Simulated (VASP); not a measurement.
# NbIn (Pmma) in VASP: a series of runs

NbIn is run at these levels: PBEsol, revPBE, PBEsol+U; tasks: single point.

Program: VASP 6.6.1. These are calculated values, not measurements. Logs are shortened: lines on timing, memory, paths and dates and some standing lists are left out, and cuts for length are marked.

### 1 The cell of the first run

The structure is orthorhombic, space group Pmma (No. 51). The conventional cell has a = 5.101 Å, b = 3.182 Å, c = 5.439 Å, α = 90.00°, β = 90.00°, γ = 90.00°. Within 4.1 Å of Nb (site symmetry mm2) lie 8 In at 3.10 to 3.20 Å and 4 Nb at 3.18 to 3.23 Å. In (site symmetry mm2) has 8 Nb at 3.10 to 3.20 Å and 4 In at 3.16 to 3.18 Å within 4.1 Å.

### 2 Single point, PBEsol

INCAR

```
SYSTEM = NbIn
PREC = Accurate
ENCUT = 520
EDIFF = 1E-7
ISMEAR = -1
SIGMA = 0.1
LREAL = .False.
LASPH = .True.
NELM = 80
ALGO = Normal
ISIF = 2
LWAVE = .False.
LCHARG = .False.
GGA = PS
NBANDS = 34
```

KPOINTS

```
Automatic mesh
0
Gamma
  4 6 4
  0 0 0
```

POSCAR

```
NbIn
1.0
    5.1014363100      0.0000000000      0.0000000000
    0.0000000000      3.1818936000      0.0000000000
    0.0000000000      0.0000000000      5.4385151100
Nb In
2 2
Direct
    0.2500000000      0.0000000000      0.1820000000
    0.7500000000      0.0000000000      0.8180000000
    0.2500000000      0.5000000000      0.6720000000
    0.7500000000      0.5000000000      0.3280000000
```

Potentials or basis: VASP PAW PBE potentials, release 64 (Nb_sv, In_d).

Run with:

```bash
cat potpaw_PBE.64/Nb_sv/POTCAR potpaw_PBE.64/In_d/POTCAR > POTCAR
mpirun -np 1 vasp_std > vasp.out
```

OUTCAR:

```text
SYSTEM = NbIn
   PREC = Accurate
   ENCUT = 520
   EDIFF = 1E-7
   ISMEAR = -1
   LREAL = .False.
   LASPH = .True.
   NELM = 80
   ISIF = 2
   GGA = PS

 ion  position               nearest neighbor table
   1  0.250  0.000  0.182-   3 3.10   3 3.10   4 3.11   4 3.11   4 3.11   4 3.11   3 3.20   3 3.20

   2  0.750  0.000  0.818-   4 3.10   4 3.10   3 3.11   3 3.11   3 3.11   3 3.11   4 3.20   4 3.20

   3  0.250  0.500  0.672-   1 3.10   1 3.10   2 3.11   2 3.11   2 3.11   2 3.11   4 3.16   4 3.16
                             1 3.20   1 3.20
   4  0.750  0.500  0.328-   2 3.10   2 3.10   1 3.11   1 3.11   1 3.11   1 3.11   3 3.16   3 3.16
                             2 3.20   2 3.20

  LATTYP: Found a simple orthorhombic cell.
 ALAT       =     3.1818936000
 B/A-ratio  =     1.6032705525
 C/A-ratio  =     1.7092070929

  Lattice vectors:

 A1 = (   0.0000000000,  -3.1818936000,   0.0000000000)
 A2 = (   5.1014363100,   0.0000000000,   0.0000000000)
 A3 = (   0.0000000000,   0.0000000000,   5.4385151100)

Analysis of symmetry for initial positions (statically):
=====================================================================
 Subroutine PRICEL returns:
 Original cell was already a primitive cell.

 Routine SETGRP: Setting up the symmetry group for a
 simple orthorhombic supercell.

 Subroutine GETGRP returns: Found  8 space group operations
 (whereof  4 operations were pure point group operations)
 out of a pool of  8 trial point group operations.

The static configuration has the point symmetry C_2h.
 The point group associated with its full space group is D_2h.

Analysis of symmetry for dynamics (positions and initial velocities):
=====================================================================
 Subroutine PRICEL returns:
 Original cell was already a primitive cell.

 Routine SETGRP: Setting up the symmetry group for a
 simple orthorhombic supercell.

 Subroutine GETGRP returns: Found  8 space group operations
 (whereof  4 operations were pure point group operations)
 out of a pool of  8 trial point group operations.

The dynamic configuration has the point symmetry C_2h.
 The point group associated with its full space group is D_2h.

 Subroutine INISYM returns: Found  8 space group operations
 (whereof  4 operations are pure point group operations),
 and found     1 'primitive' translations

----------------------------------------------------------------------------------------

                                     Primitive cell

  volume of cell :      88.2792

  direct lattice vectors                    reciprocal lattice vectors
     5.101436310  0.000000000  0.000000000     0.196023225  0.000000000  0.000000000
     0.000000000  3.181893600  0.000000000     0.000000000  0.314278265  0.000000000
     0.000000000  0.000000000  5.438515110     0.000000000  0.000000000  0.183873719

  length of vectors
     5.101436310  3.181893600  5.438515110     0.196023225  0.314278265  0.183873719

  position of ions in fractional coordinates (direct lattice)
     0.250000000  0.000000000  0.182000000
     0.750000000  0.000000000  0.818000000
     0.250000000  0.500000000  0.672000000
     0.750000000  0.500000000  0.328000000

  ion indices of the primitive-cell ions
   primitive index   ion index
                 1           1
                 2           2
                 3           3
                 4           4

----------------------------------------------------------------------------------------

 KPOINTS: Automatic mesh

Automatic generation of k-mesh.
 Grid dimensions read from file:
 generate k-points for:    4    6    4

 Generating k-lattice:

  Cartesian coordinates                     Fractional coordinates (reciprocal lattice)
     0.049005806  0.000000000  0.000000000     0.250000000  0.000000000  0.000000000
     0.000000000  0.052379711  0.000000000     0.000000000  0.166666667  0.000000000
     0.000000000  0.000000000  0.045968430     0.000000000  0.000000000  0.250000000

  Length of vectors
     0.049005806  0.052379711  0.045968430

  Shift w.r.t. Gamma in fractional coordinates (k-lattice)
     0.000000000  0.000000000  0.000000000

 Subroutine IBZKPT returns following result:
 ===========================================

 Found     36 irreducible k-points:

 Following reciprocal coordinates:
            Coordinates               Weight
  0.000000  0.000000  0.000000      1.000000
  0.250000  0.000000  0.000000      2.000000
  0.500000  0.000000  0.000000      1.000000
  0.000000  0.166667  0.000000      2.000000
  0.250000  0.166667  0.000000      4.000000
  0.500000  0.166667  0.000000      2.000000
[... 16 lines left out ...]
  0.250000  0.500000  0.250000      4.000000
  0.500000  0.500000  0.250000      2.000000
 [... further k-points ...]
   k-points           NKPTS =     36   k-points in BZ     NKDIM =     36   number of bands    NBANDS=     34
   number of dos      NEDOS =    301   number of ions     NIONS =      4
   total plane-waves  NPLWV =  38400
   dimension x,y,z NGX =    40 NGY =   24 NGZ =   40
   dimension x,y,z NGXF=    80 NGYF=   48 NGZF=   80
   ions per type =               2   2
   NGX,Y,Z   is equivalent  to a cutoff of  13.04, 12.54, 12.23 a.u.
   NGXF,Y,Z  is equivalent  to a cutoff of  26.07, 25.08, 24.45 a.u.
 SYSTEM =  NbIn
   PREC   = accura    normal or accurate (medium, high low for compatibility)
   ISTART =      0    job   : 0-new  1-cont  2-samecut
   ICHARG =      2    charge: 1-file 2-atom 10-const
   ISPIN  =      1    spin polarized calculation?
   LNONCOLLINEAR =      F non collinear calculations
   LSORBIT =      F    spin-orbit coupling
   LASPH  =      T    aspherical Exc in radial PAW
   ENCUT  =  520.0 eV  38.22 Ry    6.18 a.u.   9.49  5.92 10.11*2*pi/ulx,y,z
   NELM   =     80;   NELMIN=  2; NELMDL= -5     # of ELM steps
   EDIFF  = 0.1E-06   stopping-criterion for ELM
   LREAL  =      F    real-space projection
   EDIFFG = 0.1E-05   stopping-criterion for IOM
   NSW    =      0    number of steps for IOM
   IBRION =     -1    ionic relax: 0-MD 1-quasi-New 2-CG
   NFREE  =      0    steps in history (QN), initial steepest desc. (CG)
   ISIF   =      2    stress and relaxation
   ISYM   =      2    0-nonsym 1-usesym 2-fastsym
   POTIM  = 0.5000    time-step for ionic-motion
   TEBEG  =    0.0;   TEEND  =   0.0 temperature during run
   PSTRESS=    0.0 pullay stress
   NELECT =      52.0000    total number of electrons
   NUPDOWN=      -1.0000    fix difference up-down
   EMIN   =  10.00;   EMAX   =-10.00  energy-range for DOS
   EFERMI =   0.00;   METHOD = LEGACY
   ISMEAR =    -1;   SIGMA  =   0.10  broadening in eV -4-tet -1-fermi 0-gaus
   EFERMI_NEDOS =   21; number of points for ismear=-14 and -15
   IALGO  =     38    algorithm
   IMIX   =      4    mixing-type and parameters
     AMIX     =   0.40;   BMIX     =  1.00
     AMIX_MAG =   1.60;   BMIX_MAG =  1.00
  volume/ion in A,a.u.               =      22.07       148.93
  Fermi-wavevector in a.u.,A,eV,Ry     =   1.372323  2.593315 25.623463  1.883271
  Thomas-Fermi vector in A             =   2.497941
   LORBIT       =      0    0 simple, 1 ext, 2 COOP (PROOUT), +10 PAW based schemes
   GGA     = PS    functional components
   LHFCALC =     F    Hartree Fock is set to
   AEXX    =    0.0000 exact exchange contribution
   IVDW    =     0    specifies the selected vdW correction
   LEPSILON=     F    determine dielectric tensor
   LRPA    =     F    only Hartree local field effects (RPA)
 non-spin polarized calculation
  energy-cutoff  :      520.00
  volume of cell :       88.28
 maximum number of plane-waves:      2400
 NGX is ok and might be reduce to    40
   NGX = 19   NGY = 11   NGZ = 21

 number of electron      52.0000009 magnetization

 Free energy of the ion-electron system (eV)
  ---------------------------------------------------
  ext. energy  EPLUGINS =         0.00000000
  ---------------------------------------------------
  free energy    TOTEN  =       -26.72991135 eV

  energy without entropy =      -26.60528422  energy(sigma->0) =      -26.66759778

 E-fermi :   9.0607     XC(G=0): -11.4302

 val. band max:        9.0407896955   @ k =   0.0000   0.5000   0.5000
 cond. band min:       9.0650796476   @ k =   0.2500   0.3333   0.5000
 fundamental gap:      0.0242899521
 Fermi energy:         9.0606779726

 k-point     1 :       0.0000    0.0000    0.0000
  band No.  band energies     occupation
      1     -46.0368      2.00000
      2     -46.0125      2.00000
      3     -22.1704      2.00000
      4     -22.1410      2.00000
      5     -22.0708      2.00000
      6     -21.9650      2.00000
[... 26 lines left out ...]
     33      11.9414      0.00000
     34      14.1340      0.00000

 k-point     2 :       0.2500    0.0000    0.0000
  band No.  band energies     occupation
      1     -46.0332      2.00000
      2     -46.0161      2.00000
      3     -22.1713      2.00000
      4     -22.1567      2.00000
      5     -22.0450      2.00000
      6     -21.9765      2.00000
[... 26 lines left out ...]
     33      12.4170      0.00000
     34      13.4968      0.00000

 k-point     3 :       0.5000    0.0000    0.0000
  band No.  band energies     occupation
      1     -46.0246      2.00000
      2     -46.0246      2.00000
      3     -22.1699      2.00000
      4     -22.1699      2.00000
      5     -22.0061      2.00000
      6     -22.0061      2.00000
[... 26 lines left out ...]
     33      13.0974      0.00000
     34      13.0974      0.00000
[... 704 lines left out ...]
 k-point    23 :       0.2500    0.5000    0.2500
  band No.  band energies     occupation
      1     -46.0041      2.00000
      2     -45.9876      2.00000
      3     -22.2458      2.00000
      4     -22.2201      2.00000
      5     -22.1325      2.00000
      6     -22.1181      2.00000
[... 26 lines left out ...]
     33      12.7260      0.00000
     34      13.8035      0.00000

 k-point    24 :       0.5000    0.5000    0.2500
  band No.  band energies     occupation
      1     -45.9959      2.00000
      2     -45.9959      2.00000
      3     -22.2326      2.00000
      4     -22.2326      2.00000
      5     -22.1337      2.00000
      6     -22.1337      2.00000
[... 26 lines left out ...]
     33      12.0873      0.00000
     34      12.0873      0.00000

 [... further k-points ...]
[... 5 lines left out ...]
  --------------------------------------------------------------------------------------
  -------------------------------------------------------------------------------------
  Total       -6.3850254     -9.0979353     -8.6633098      0.0000000      0.0000000      0.0000000
  in kB     -115.8816722   -165.1182072   -157.2301998      0.0000000      0.0000000      0.0000000
  external PRESSURE =    -146.0766930 kB  Pullay stress =       0.0000000 kB

 VOLUME and BASIS-vectors are now :
 -----------------------------------------------------------------------------
  energy-cutoff  :      520.00
  volume of cell :       88.28
      direct lattice vectors                 reciprocal lattice vectors
     5.101436310  0.000000000  0.000000000     0.196023225  0.000000000  0.000000000
     0.000000000  3.181893600  0.000000000     0.000000000  0.314278265  0.000000000
     0.000000000  0.000000000  5.438515110     0.000000000  0.000000000  0.183873719

 POSITION                                       TOTAL-FORCE (eV/Angst)
 -----------------------------------------------------------------------------------
      1.27536      0.00000      0.98981         0.000000      0.000000     -1.225179
      3.82608      0.00000      4.44871        -0.000000      0.000000      1.225179
      1.27536      1.59095      3.65468         0.000000     -0.000000      0.621990
      3.82608      1.59095      1.78383        -0.000000      0.000000     -0.621990
 -----------------------------------------------------------------------------------
    total drift:                               -0.000000     -0.000000     -0.000000

  FREE ENERGIE OF THE ION-ELECTRON SYSTEM (eV)
  ---------------------------------------------------
  free  energy   TOTEN  =       -26.7299113490 eV

  energy  without entropy=      -26.6052842170  energy(sigma->0) =      -26.66759778
```

It took 56 s on 1 thread of Intel Xeon Platinum 8559C (Emerald Rapids), shared host; peak memory 0.23 GiB.

What came out:

* Free energy: -26.7299 eV
* Pressure: -14.6 GPa
* Largest force: 1.225 eV/Å
* Band gap on the k mesh: zero (band 26 reaches 9.64 eV, above the bottom of band 27 at 8.78 eV)

Forces in eV/Å, atoms in the order of the input:
```
Nb   0.000  0.000 -1.225
Nb   0.000  0.000  1.225
In   0.000  0.000  0.622
In   0.000  0.000 -0.622
```

Levels at points of the mesh, in eV from the Fermi level:
| k point | band 23 | band 24 | band 25 | band 26 | band 27 | band 28 | band 29 | band 30 |
| --- | --- | --- | --- | --- | --- | --- | --- | --- |
| (0.00, 0.00, 0.00) | -1.81 | -1.57 | -0.95 | 0.58 | 1.25 | 1.28 | 1.30 | 1.84 |
| (0.50, 0.00, 0.00) | -1.62 | -1.62 | -0.95 | -0.95 | 1.16 | 1.16 | 1.24 | 1.24 |
| (0.00, 0.50, 0.00) | -2.66 | -1.99 | -0.69 | -0.50 | -0.02 | 1.02 | 1.87 | 2.77 |
| (0.50, 0.50, 0.00) | -2.50 | -2.50 | -0.43 | -0.43 | 1.19 | 1.19 | 1.59 | 1.59 |
| (0.00, 0.00, 0.50) | -2.34 | -1.32 | -1.03 | -0.65 | 1.24 | 1.26 | 1.28 | 1.28 |
| (0.50, 0.00, 0.50) | -1.30 | -1.30 | -0.81 | -0.81 | 0.78 | 0.78 | 1.51 | 1.51 |
| (0.00, 0.50, 0.50) | -2.09 | -1.73 | -0.30 | -0.19 | -0.02 | 0.65 | 0.98 | 1.78 |
| (0.50, 0.50, 0.50) | -1.57 | -1.57 | -0.61 | -0.61 | 0.48 | 0.48 | 0.75 | 0.75 |

Caveat: the PAW data sets were made with another functional, which shifts forces and pressure a little; spin-orbit coupling is left out, which moves the levels of the heavy elements.

### 3 Single point, revPBE

INCAR

```
ALGO = Normal ; EDIFF = 1E-6
ENCUT = 520 ; GGA = RE
ISIF = 2 ; ISMEAR = -1
LASPH = True ; LCHARG = True
LELF = True ; LREAL = False
LVHAR = True ; LWAVE = False
NBANDS = 34 ; NELM = 80
PREC = Accurate ; SIGMA = 0.1
```

KPOINTS

```
k-points
0
Gamma
  4 6 4
```

POSCAR is that of step 2.

Potentials or basis: VASP PAW PBE potentials, release 64 (Nb_sv, In_d).

Run with:

```bash
cat potpaw_PBE.64/Nb_sv/POTCAR potpaw_PBE.64/In_d/POTCAR > POTCAR
mpirun -np 1 vasp_std > vasp.out
```

It took 57 s on 1 thread of Intel Xeon Platinum 8559C (Emerald Rapids), shared host; peak memory 0.23 GiB.

It converged, with:

```
Free energy            : -23.1147 eV
Pressure               : -8.7 GPa
Largest force          : 1.292 eV/Å
Band gap on the k mesh : zero (band 26 reaches 9.87 eV, above the bottom of band 27 at 8.99 eV)
```

Forces in eV/Å, atoms in the order of the input:
```
Nb   0.000  0.000 -1.292
Nb   0.000  0.000  1.292
In   0.000  0.000  0.639
In   0.000  0.000 -0.639
```

Stress tensor (GPa, compression positive):
```
 -5.82   0.00   0.00
  0.00 -10.51   0.00
  0.00   0.00  -9.92
```

Levels at points of the mesh, in eV from the Fermi level:
```
           k point  band 24  band 25  band 26  band 27  band 28  band 29
(0.00, 0.00, 0.00)    -1.61    -0.97     0.57     1.26     1.29     1.31
(0.50, 0.00, 0.00)    -1.63    -0.97    -0.97     1.17     1.17     1.23
(0.00, 0.50, 0.00)    -1.95    -0.71    -0.48     0.04     1.00     1.84
(0.50, 0.50, 0.00)    -2.49    -0.45    -0.45     1.18     1.18     1.61
(0.00, 0.00, 0.50)    -1.34    -1.05    -0.66     1.25     1.26     1.29
(0.50, 0.00, 0.50)    -1.33    -0.80    -0.80     0.79     0.79     1.50
(0.00, 0.50, 0.50)    -1.71    -0.31    -0.21    -0.03     0.62     0.98
(0.50, 0.50, 0.50)    -1.57    -0.62    -0.62     0.48     0.48     0.76
```

Caveat: the PAW data sets were made with another functional, which shifts forces and pressure a little; spin-orbit coupling is left out, which moves the levels of the heavy elements.

(Part 1 of 2 ends here.)
